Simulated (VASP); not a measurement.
Set up this calculation in VASP 6.6.1, as the native input.

```yaml
Task: relaxation of cell and atoms
Functional: PBE
Potentials_or_basis: VASP PAW PBE potentials, release 64 (Sc_sv)
Cutoff: 600 eV
k_mesh: 15 × 15 × 6
Occupations: gaussian, width 0.1 eV
Spin: no spin polarisation
Dipole_correction: no
Further_INCAR_settings: ALGO = Normal; EDIFF = 1e-07; IBRION = 2; EDIFFG = -0.01; NSW = 65; ISIF = 3
```

The structure of Sc lies in POSCAR:

```
Sc
1.0
    3.3189332467      0.0000000000      0.0000000000
   -1.6594666233      2.8742805051      0.0000000000
    0.0000000000      0.0000000000      7.7460764039
Sc
3
Direct
    0.0000000000      0.0000000000      0.0000000000
    0.3333333333      0.6666666667      0.3333333333
    0.6666666667      0.3333333333      0.6666666667
```

The input as run:

INCAR

```
SYSTEM = Sc
PREC     = Accurate       ! precision mode
ENCUT    = 600            ! plane-wave cutoff, eV
EDIFF    = 1E-7           ! SCF threshold, eV
ISMEAR   = 0              ! smearing method
SIGMA    = 0.1            ! smearing width, eV
LREAL    = .FALSE.        ! projectors in reciprocal space
LASPH    = .TRUE.         ! aspherical terms in the spheres
NELM     = 100            ! most SCF steps
ALGO     = Normal         ! electronic algorithm
ISIF     = 3              ! what is computed and relaxed
LWAVE    = .FALSE.        ! write WAVECAR
LCHARG   = .FALSE.        ! write CHGCAR
GGA      = PE             ! functional
IBRION   = 2              ! ionic algorithm
NSW      = 65             ! ionic steps
EDIFFG   = -0.01          ! ionic threshold
```

KPOINTS

```
Automatic mesh
0
G
  15 15 6
  0 0 0
```

Potentials or basis: VASP PAW PBE potentials, release 64 (Sc_sv).

Command:

```console
$ cat potpaw_PBE.64/Sc_sv/POTCAR > POTCAR
$ mpirun -np 1 vasp_std > vasp.out
```

Results of the run:

```
Relaxed volume                        : 24.69 Å³/atom
Relaxed cell                          : a = 3.268 Å, b = 3.268 Å, c = 8.006 Å, α = 90.00°, β = 90.00°, γ = 120.00°
Space group after relaxing (to 0.1 Å) : Fm-3m (No. 225)
Energy gained by relaxing             : 7.8 meV/atom
Ionic steps                           : 6
Pressure after relaxing               : 0.0 GPa
Band gap on the k mesh                : zero (an odd number of electrons rules out a gap without spin polarisation)
```

It took 7.8 min on 1 thread of Intel(R) Xeon(R) 6975P-C (Granite Rapids), with other jobs on the host, peak memory 0.38 GiB.
